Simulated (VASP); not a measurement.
Runs of VASP 6.6.1 on Co. The structure is that of space group P6_3/mmc (No. 194), or close to it. The cells are those of the table. 

```csv
level,U,cell,gap on the mesh (eV),pressure (GPa),moment (μB)
PBE+U,Co d U = 8.0 eV,"a = 2.351, b = 2.351, c = 4.126 Å, angles 90.0, 90.0, 120.0°, 2 atoms",none,53.3,(a)
PBE,-,"a = 2.416, b = 2.416, c = 3.905 Å, angles 90.0, 90.0, 120.0°, 2 atoms",none,24.4,(c)
PBE,-,"a = 2.492, b = 2.492, c = 4.034 Å, angles 90.0, 90.0, 120.0°, 2 atoms",none,-0.7,3.19
PBE,-,"a = 2.390, b = 2.390, c = 3.861 Å, angles 90.0, 90.0, 120.0°, 2 atoms",none,36.1,3.04
PBE,-,"a = 2.443, b = 2.443, c = 3.948 Å, angles 90.0, 90.0, 120.0°, 2 atoms",none,14.5,(b)
```

Alike in all rows: task single point; potentials or basis VASP PAW PBE potentials, release 64 (Co); spin collinear, ferromagnetic start; k mesh 18 × 18 × 10; cutoff (eV) 520; smearing gaussian 0.1 eV.

Estimate the missing entries.

(a) 3.74; (b) 3.12; (c) 3.09.

Caveats: the cell stands under pressure (at least some runs); the U is typed as a test and isn't derived for this compound (at least some runs).

A gap of «none» marks levels without a gap at the run's occupations.
